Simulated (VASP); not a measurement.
# FeSi (P2_13) in VASP: further runs, part 2 of 2

VASP 6.6.1.

## Step 3: Single point, r2SCAN

This run uses another cell than the first one, of 10.67 Å³/atom, 1.031 times its volume.

Contents of POSCAR:

```
FeSi
1.0
    4.4030518963      0.0000000000      0.0000000000
    0.0000000000      4.4030518963      0.0000000000
    0.0000000000      0.0000000000      4.4030518963
Fe Si
4 4
Direct
    0.8633399907      0.6366600093      0.3633399907
    0.6366600093      0.3633399907      0.8633399907
    0.3633399907      0.8633399907      0.6366600093
    0.1366600093      0.1366600093      0.1366600093
    0.1588681656      0.3411318344      0.6588681656
    0.3411318344      0.6588681656      0.1588681656
    0.6588681656      0.1588681656      0.3411318344
    0.8411318344      0.8411318344      0.8411318344
```

Contents of INCAR.step1:

```
SYSTEM = FeSi
  ALGO = Normal
  EDIFF = 1E-5
  ENCUT = 660
  GGA = PE
  GGA_COMPAT = .False.
  ISMEAR = 0
  LASPH = .True.
  LCHARG = .False.
  LREAL = .False.
  LWAVE = .True.
  NBANDS = 34
  NELM = 120
  PREC = Accurate
  SIGMA = 0.01
```

Contents of INCAR.step2:

```
SYSTEM = FeSi
  ALGO = Normal
  EDIFF = 1E-6
  ENCUT = 660
  GGA_COMPAT = .False.
  ISIF = 2
  ISMEAR = 0
  ISTART = 1
  LASPH = .True.
  LCHARG = .False.
  LMIXTAU = .True.
  LREAL = .False.
  LWAVE = .False.
  METAGGA = R2SCAN
  NBANDS = 34
  NELM = 120
  PREC = Accurate
  SIGMA = 0.01
```

Contents of KPOINTS:

```
k-points
0
Gamma
  6 6 6
  0 0 0
```

Potentials or basis: VASP PAW PBE potentials, release 64 (Fe, Si).

Started as:

```bash
$ cat potpaw_PBE.64/Fe/POTCAR potpaw_PBE.64/Si/POTCAR > POTCAR
$ cp INCAR.step1 INCAR
$ mpirun -np 1 vasp_std > vasp.out
$ cp INCAR.step2 INCAR
$ mpirun -np 1 vasp_std > vasp.out
```

OUTCAR:

```text
SYSTEM = FeSi
   EDIFF = 1E-6
   ENCUT = 660
   ISIF = 2
   ISMEAR = 0
   ISTART = 1
   LASPH = .True.
   LREAL = .False.
   METAGGA = R2SCAN
   NELM = 120
   PREC = Accurate

 ion  position               nearest neighbor table
   1  0.863  0.637  0.363-   5 2.25   6 2.29   7 2.29   8 2.29   7 2.47   8 2.47   6 2.47   2 2.70
                             2 2.70   3 2.70   4 2.70   3 2.70   4 2.70
   2  0.637  0.363  0.863-   6 2.25   5 2.29   7 2.29   8 2.29   5 2.47   7 2.47   8 2.47   1 2.70
                             1 2.70   3 2.70   3 2.70   4 2.70   4 2.70
   3  0.363  0.863  0.637-   7 2.25   6 2.29   5 2.29   8 2.29   6 2.47   5 2.47   8 2.47   1 2.70
                             4 2.70   2 2.70   2 2.70   1 2.70   4 2.70
   4  0.137  0.137  0.137-   8 2.25   6 2.29   7 2.29   5 2.29   6 2.47   5 2.47   7 2.47   2 2.70
                             3 2.70   1 2.70   3 2.70   1 2.70   2 2.70
   5  0.159  0.341  0.659-   1 2.25   2 2.29   3 2.29   4 2.29   3 2.47   4 2.47   2 2.47   8 2.73
                             6 2.73   6 2.73   8 2.73   7 2.73   7 2.73
   6  0.341  0.659  0.159-   2 2.25   1 2.29   3 2.29   4 2.29   1 2.47   3 2.47   4 2.47   8 2.73
                             5 2.73   5 2.73   7 2.73   7 2.73   8 2.73
   7  0.659  0.159  0.341-   3 2.25   2 2.29   1 2.29   4 2.29   2 2.47   1 2.47   4 2.47   8 2.73
                             8 2.73   5 2.73   6 2.73   6 2.73   5 2.73
   8  0.841  0.841  0.841-   4 2.25   2 2.29   3 2.29   1 2.29   2 2.47   1 2.47   3 2.47   5 2.73
                             6 2.73   7 2.73   7 2.73   5 2.73   6 2.73

  LATTYP: Found a simple cubic cell.
 ALAT       =     4.4030518963

  Lattice vectors:

 A1 = (   4.4030518963,   0.0000000000,   0.0000000000)
 A2 = (   0.0000000000,   4.4030518963,   0.0000000000)
 A3 = (   0.0000000000,   0.0000000000,   4.4030518963)

Analysis of symmetry for initial positions (statically):
=====================================================================
 Subroutine PRICEL returns:
 Original cell was already a primitive cell.

 Routine SETGRP: Setting up the symmetry group for a
 simple cubic supercell.

 Subroutine GETGRP returns: Found 12 space group operations
 (whereof  3 operations were pure point group operations)
 out of a pool of 48 trial point group operations.

The static configuration has the point symmetry C_3 .
 The point group associated with its full space group is T   .
[... 156 lines left out ...]
 non-spin polarized calculation
 Gauss-broadening in eV      SIGMA  =   0.01
  energy-cutoff  :      660.00
  volume of cell :       85.36
 maximum number of plane-waves:      3328
 NGX is ok and might be reduce to    40
   NGX = 19   NGY = 19   NGZ = 19

 number of electron      48.0000013 magnetization

 Free energy of the ion-electron system (eV)
  ---------------------------------------------------
  ext. energy  EPLUGINS =         0.00000000
  ---------------------------------------------------
  free energy    TOTEN  =       -94.76714977 eV

  energy without entropy =      -94.76714977  energy(sigma->0) =      -94.76714977

 E-fermi :  10.1043     XC(G=0): -13.9808

 val. band max:       10.0076683961   @ k =   0.3333   0.0000   0.0000
 cond. band min:      10.3319982163   @ k =   0.3333   0.1667   0.0000
 fundamental gap:      0.3243298201
 Fermi energy:        10.1042884806

 k-point     1 :       0.0000    0.0000    0.0000
  band No.  band energies     occupation
      1      -4.1953      2.00000
      2       1.5928      2.00000
      3       1.5928      2.00000
      4       1.5928      2.00000
      5       4.5327      2.00000
      6       4.5327      2.00000
[... 877 lines left out ...]
     33      16.6994      0.00000
     34      16.6994      0.00000

------------------------ aborting loop because EDIFF is reached ----------------------------------------

  FORCE on cell =-STRESS in cart. coord.  units (eV):
  Direction    XX          YY          ZZ          XY          YZ          ZX
  --------------------------------------------------------------------------------------
  -------------------------------------------------------------------------------------
  Total        0.2006619      0.2006619      0.2006619      0.0000000      0.0000000      0.0000000
  in kB        3.7662933      3.7662933      3.7662933      0.0000000      0.0000000      0.0000000
  external PRESSURE =       3.7662933 kB  Pullay stress =       0.0000000 kB

 VOLUME and BASIS-vectors are now :
 -----------------------------------------------------------------------------
  energy-cutoff  :      660.00
  volume of cell :       85.36
      direct lattice vectors                 reciprocal lattice vectors
     4.403051896  0.000000000  0.000000000     0.227115197  0.000000000  0.000000000
     0.000000000  4.403051896  0.000000000     0.000000000  0.227115197  0.000000000
     0.000000000  0.000000000  4.403051896     0.000000000  0.000000000  0.227115197

 POSITION                                       TOTAL-FORCE (eV/Angst)
 -----------------------------------------------------------------------------------
      3.80133      2.80325      1.59980        -0.022212      0.022212     -0.022212
      2.80325      1.59980      3.80133         0.022212     -0.022212     -0.022212
      1.59980      3.80133      2.80325        -0.022212     -0.022212      0.022212
      0.60172      0.60172      0.60172         0.022212      0.022212      0.022212
      0.69950      1.50202      2.90103        -0.000939      0.000939     -0.000939
      1.50202      2.90103      0.69950         0.000939     -0.000939     -0.000939
      2.90103      0.69950      1.50202        -0.000939     -0.000939      0.000939
      3.70355      3.70355      3.70355         0.000939      0.000939      0.000939
 -----------------------------------------------------------------------------------
    total drift:                               -0.000000     -0.000000     -0.000000

  FREE ENERGIE OF THE ION-ELECTRON SYSTEM (eV)
  ---------------------------------------------------
  free  energy   TOTEN  =       -94.7671497661 eV

  energy  without entropy=      -94.7671497661  energy(sigma->0) =      -94.76714977
```

Run time: 5.3 min. Hardware: 1 thread of Intel Xeon Platinum 8488C (Sapphire Rapids), shared host; peak memory 0.3 GiB.

What came out:

```yaml
Free_energy: -94.7671 eV
Pressure: 0.4 GPa
Largest_force: 0.038 eV/Å
Band_gap_on_the_k_mesh: 0.32 eV, indirect (least direct gap 0.35 eV)
```

Forces in eV/Å, atoms in the order of the input:
```
Fe  -0.022  0.022 -0.022
Fe   0.022 -0.022 -0.022
Fe  -0.022 -0.022  0.022
Fe   0.022  0.022  0.022
Si  -0.001  0.001 -0.001
Si   0.001 -0.001 -0.001
Si  -0.001 -0.001  0.001
Si   0.001  0.001  0.001
```

Levels at points of the mesh, in eV from the valence-band top:
```
           k point  band 20  band 21  band 22  band 23  band 24  band 25  band 26  band 27  band 28  band 29
(0.00, 0.00, 0.00)    -0.38    -0.38    -0.38    -0.12    -0.12     0.84     0.84     0.84     3.41     3.41
(0.50, 0.00, 0.00)    -1.40    -0.49    -0.49    -0.05    -0.05     0.37     0.37     1.96     1.96     2.54
(0.50, 0.50, 0.00)    -1.35    -1.11    -1.11    -0.45    -0.45     0.81     0.81     1.56     1.56     3.05
(0.50, 0.50, 0.50)    -0.82    -0.79    -0.79    -0.79    -0.79     0.72     0.72     0.72     0.72     6.33
```

Caveat: the PAW data sets were made with another functional, which shifts forces and pressure a little. Spin polarisation is off, so any magnetic state and its effect on volume and gap are missing.

## Step 4: Single point, r2SCAN (volume changed by +3%)

Changes to POSCAR since step 3:

```diff
@@ -2,5 +2,5 @@
 1.0
-    4.4030518963      0.0000000000      0.0000000000
-    0.0000000000      4.4030518963      0.0000000000
-    0.0000000000      0.0000000000      4.4030518963
+    4.4466493049      0.0000000000      0.0000000000
+    0.0000000000      4.4466493049      0.0000000000
+    0.0000000000      0.0000000000      4.4466493049
 Fe Si
```

Contents of INCAR.step1:

```
SYSTEM = FeSi
ALGO     = Normal         ! electronic algorithm
EDIFF    = 1E-5           ! SCF threshold, eV
ENCUT    = 660            ! plane-wave cutoff, eV
GGA      = PE             ! functional
GGA_COMPAT= .False.      
ISMEAR   = 0              ! smearing method
LASPH    = .True.         ! aspherical terms in the spheres
LCHARG   = .False.        ! write CHGCAR
LREAL    = .False.        ! projectors in reciprocal space
LWAVE    = .True.         ! write WAVECAR
NBANDS   = 34             ! bands
NELM     = 120            ! most SCF steps
PREC     = Accurate       ! precision mode
SIGMA    = 0.01           ! smearing width, eV
```

Contents of INCAR.step2:

```
SYSTEM = FeSi
ALGO     = Normal         ! electronic algorithm
EDIFF    = 1E-6           ! SCF threshold, eV
ENCUT    = 660            ! plane-wave cutoff, eV
GGA_COMPAT= .False.      
ISIF     = 2              ! what is computed and relaxed
ISMEAR   = 0              ! smearing method
ISTART   = 1            
LASPH    = .True.         ! aspherical terms in the spheres
LCHARG   = .False.        ! write CHGCAR
LMIXTAU  = .True.       
LREAL    = .False.        ! projectors in reciprocal space
LWAVE    = .False.        ! write WAVECAR
METAGGA  = R2SCAN         ! meta-GGA
NBANDS   = 34             ! bands
NELM     = 120            ! most SCF steps
PREC     = Accurate       ! precision mode
SIGMA    = 0.01           ! smearing width, eV
```

KPOINTS is that of step 3.

Started as:

```bash
$ cat potpaw_PBE.64/Fe/POTCAR potpaw_PBE.64/Si/POTCAR > POTCAR
$ cp INCAR.step1 INCAR
$ mpirun -np 1 vasp_std > vasp.out
$ cp INCAR.step2 INCAR
$ mpirun -np 1 vasp_std > vasp.out
```

Wall time 12 min (1 thread of Intel Xeon 8259CL, shared host); peak memory 0.3 GiB.

Results (log left out):

```yaml
Free_energy: -94.7151 eV
Pressure: -6.8 GPa
Largest_force: 0.085 eV/Å
Band_gap_on_the_k_mesh: 0.32 eV, indirect (least direct gap 0.34 eV)
```

Forces on the atoms (eV/Å):
```
Fe   0.049 -0.049  0.049
Fe  -0.049  0.049  0.049
Fe   0.049  0.049 -0.049
Fe  -0.049 -0.049 -0.049
Si   0.033 -0.033  0.033
Si  -0.033  0.033  0.033
Si   0.033  0.033 -0.033
Si  -0.033 -0.033 -0.033
```

Levels at points of the mesh, in eV from the valence-band top:
```tsv
k point	band 20	band 21	band 22	band 23	band 24	band 25	band 26	band 27	band 28	band 29
(0.00, 0.00, 0.00)	-0.37	-0.37	-0.37	-0.11	-0.11	0.81	0.81	0.81	3.25	3.25
(0.50, 0.00, 0.00)	-1.34	-0.47	-0.47	-0.05	-0.05	0.36	0.36	1.89	1.89	2.40
(0.50, 0.50, 0.00)	-1.28	-1.06	-1.06	-0.43	-0.43	0.78	0.78	1.50	1.50	2.90
(0.50, 0.50, 0.50)	-0.78	-0.75	-0.75	-0.75	-0.75	0.70	0.70	0.70	0.70	6.12
```

Caveat: the cell differs from its parent crystal (volume changed by +3%); the PAW data sets were made with another functional, which shifts forces and pressure a little.

## Step 5: Single point, r2SCAN (volume changed by +6%)

Changes to POSCAR since step 4:

```diff
@@ -2,5 +2,5 @@
 1.0
-    4.4466493049      0.0000000000      0.0000000000
-    0.0000000000      4.4466493049      0.0000000000
-    0.0000000000      0.0000000000      4.4466493049
+    4.4894081712      0.0000000000      0.0000000000
+    0.0000000000      4.4894081712      0.0000000000
+    0.0000000000      0.0000000000      4.4894081712
 Fe Si
```

Contents of INCAR.step1:

```
PREC = Accurate ; ENCUT = 660
ISMEAR = 0 ; SIGMA = 0.01
LREAL = False ; LASPH = True
NELM = 120 ; NBANDS = 34
GGA = PE ; ALGO = Normal
EDIFF = 1E-5 ; LWAVE = True
LCHARG = False ; GGA_COMPAT = False
```

Contents of INCAR.step2:

```
PREC = Accurate ; ENCUT = 660
EDIFF = 1E-6 ; ISMEAR = 0
SIGMA = 0.01 ; LREAL = False
LASPH = True ; NELM = 120
ALGO = Normal ; ISIF = 2
LWAVE = False ; LCHARG = True
METAGGA = R2SCAN ; LMIXTAU = True
LELF = True ; LVHAR = True
NBANDS = 34 ; ISTART = 1
GGA_COMPAT = False
```

Contents of KPOINTS:

```
Automatic mesh
0
Gamma
  6 6 6
```

Started as:

```bash
$ cat potpaw_PBE.64/Fe/POTCAR potpaw_PBE.64/Si/POTCAR > POTCAR
$ cp INCAR.step1 INCAR
$ mpirun -np 1 vasp_std > vasp.out
$ cp INCAR.step2 INCAR
$ mpirun -np 1 vasp_std > vasp.out
```

It took 12 min on 1 thread of Intel Xeon 8259CL, shared host; peak memory 0.31 GiB.

It converged, with:

```
Free energy            : -94.5579 eV
Pressure               : -12.8 GPa
Largest force          : 0.195 eV/Å
Band gap on the k mesh : 0.31 eV, indirect (least direct gap 0.34 eV)
```

Forces in eV/Å, atoms in the order of the input:
```
Fe   0.113 -0.113  0.113
Fe  -0.113  0.113  0.113
Fe   0.113  0.113 -0.113
Fe  -0.113 -0.113 -0.113
Si   0.063 -0.063  0.063
Si  -0.063  0.063  0.063
Si   0.063  0.063 -0.063
Si  -0.063 -0.063 -0.063
```

Levels at points of the mesh, in eV from the valence-band top:
```csv
k point,band 20,band 21,band 22,band 23,band 24,band 25,band 26,band 27,band 28,band 29
"(0.00, 0.00, 0.00)",-0.36,-0.36,-0.36,-0.11,-0.11,0.78,0.78,0.78,3.10,3.10
"(0.50, 0.00, 0.00)",-1.28,-0.44,-0.44,-0.05,-0.05,0.35,0.35,1.83,1.83,2.28
"(0.50, 0.50, 0.00)",-1.22,-1.02,-1.02,-0.41,-0.41,0.75,0.75,1.44,1.44,2.76
"(0.50, 0.50, 0.50)",-0.75,-0.71,-0.71,-0.71,-0.71,0.68,0.68,0.68,0.68,5.92
```

Caveat: the cell differs from its parent crystal (volume changed by +6%); the PAW data sets were made with another functional, which shifts forces and pressure a little.

## Step 6: Overview

```csv
cell,gap on the mesh (eV),pressure (GPa),largest force (eV/Å)
"a = 4.359 Å, 8 atoms",0.33,8.8,0.18
"a = 4.403 Å, 8 atoms",0.32,0.4,0.04
"a = 4.447 Å, 8 atoms",0.32,-6.8,0.08
"a = 4.489 Å, 8 atoms",0.31,-12.8,0.19
```

Alike in all rows: task single point; level r2SCAN; potentials or basis VASP PAW PBE potentials, release 64 (Fe, Si); no spin polarisation; k mesh 6 × 6 × 6; cutoff (eV) 660; smearing gaussian 0.01 eV.

Caveats: the PAW data sets were made with another functional, which shifts forces and pressure a little.

Absolute energies hang on the potentials; compare differences alone.
